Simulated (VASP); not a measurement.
Write the native input for VASP 6.6.1 that does the following.

```
Task                   : single point
Functional             : PBE
Potentials or basis    : VASP PAW PBE potentials, release 64 (Y_sv)
Cutoff                 : 520 eV
k mesh                 : 18 × 18 × 8
Occupations            : gaussian, width 0.15 eV
Spin                   : no spin polarisation
Dipole correction      : no
Further INCAR settings : ALGO = Fast; EDIFF = 1e-06; NBANDS = 18
```

The structure of Y lies in POSCAR:

```
Y
1.0
    3.6514992371      0.0000000000      0.0000000000
   -1.8257496185      3.1622911012      0.0000000000
    0.0000000000      0.0000000000      5.7474000000
Y
2
Direct
    0.3333333333      0.6666666667      0.2152016564
    0.6666666667      0.3333333333      0.7500000000
```

This cell differs from its parent crystal: atom 1 (Y) moved by (+0.000, -0.200) A along [1 1 0] and z.

These files were run (other wordings do the same):

INCAR

```
PREC     = Accurate       # precision mode
ENCUT    = 520            # plane-wave cutoff, eV
EDIFF    = 1E-6           # SCF threshold, eV
ISMEAR   = 0              # smearing method
SIGMA    = 0.15           # smearing width, eV
LREAL    = F              # projectors in reciprocal space
LASPH    = T              # aspherical terms in the spheres
NELM     = 60             # most SCF steps
ALGO     = Fast           # electronic algorithm
ISIF     = 2              # what is computed and relaxed
LWAVE    = F              # write WAVECAR
LCHARG   = T              # write CHGCAR
GGA      = PE             # functional
LELF     = T              # ELF
LVHAR    = T            
NBANDS   = 18             # bands
```

KPOINTS

```
Automatic mesh
0
Gamma
  18 18 8
```

Potentials or basis: VASP PAW PBE potentials, release 64 (Y_sv).

Launch:

```bash
$ cat potpaw_PBE.64/Y_sv/POTCAR > POTCAR
$ mpirun -np 1 vasp_std > vasp.out
```

It gave:

- Pressure: -0.1 GPa
- Largest force: 0.681 eV/Å
- Band gap on the k mesh: zero (bands 11 and 12 overlap by 1.20 eV)

Caveat: the cell differs from its parent crystal (atom 1 (Y) moved by (+0.000, -0.200) A along [1 1 0] and z).

Wall time 12 min on 1 thread of Intel(R) Xeon(R) Platinum 8375C CPU @ 2.90GHz (Ice Lake), with other jobs on the host, peak memory 0.42 GiB.
